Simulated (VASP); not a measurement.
BAs:

```
B As
1.0
     2.95701    0.00000    0.00000
     0.00000    2.95701    0.00000
     0.00000    0.00000    2.95701
B As
1 1
Direct
  0.50000 0.50000 0.50000
  0.00000 0.00000 0.00000
```

- Program: VASP 6.6.1
- Task: relaxation of cell and atoms
- Functional: PBE0
- Potentials or basis: VASP PAW PBE potentials, release 64 (B, As)
- Cutoff: 600 eV
- k mesh: 5 × 5 × 5
- Occupations: fermi-dirac, width 0.05 eV
- Spin: no spin polarisation

At the start: pressure -9.6 GPa; volume 12.93 Å³/atom.

Problem. Where does the relaxation end?

Solution. Over 3 steps the energy falls by 35.8 meV/atom and the volume is 11.84 Å³/atom (-8.4 %); space group Pm-3m (No. 221, to 0.1 Å) before and after.

The path:
```tsv
step	energy change (eV)	largest force (eV/Å)	pressure (GPa)	volume (Å³)
1	0.0000	0.0000	-9.57	25.86
2	-0.0640	0.0000	4.04	23.07
3	-0.0717	0.0000	0.03	23.69
```

Final structure:
```yaml
crystal:
  lattice:
    - [2.87199, 0.00000, 0.00000]
    - [0.00000, 2.87199, 0.00000]
    - [0.00000, 0.00000, 2.87199]
  atoms:
    - { symbol: B, position: [0.50000, 0.50000, 0.50000] }
    - { symbol: As, position: [0.00000, 0.00000, 0.00000] }
```

Caveat: the k points lie up to 0.44 Å⁻¹ apart in the final cell, too coarse for converged energies and pressures of a metal; the PAW data sets were made with another functional, which shifts forces and pressure a little.
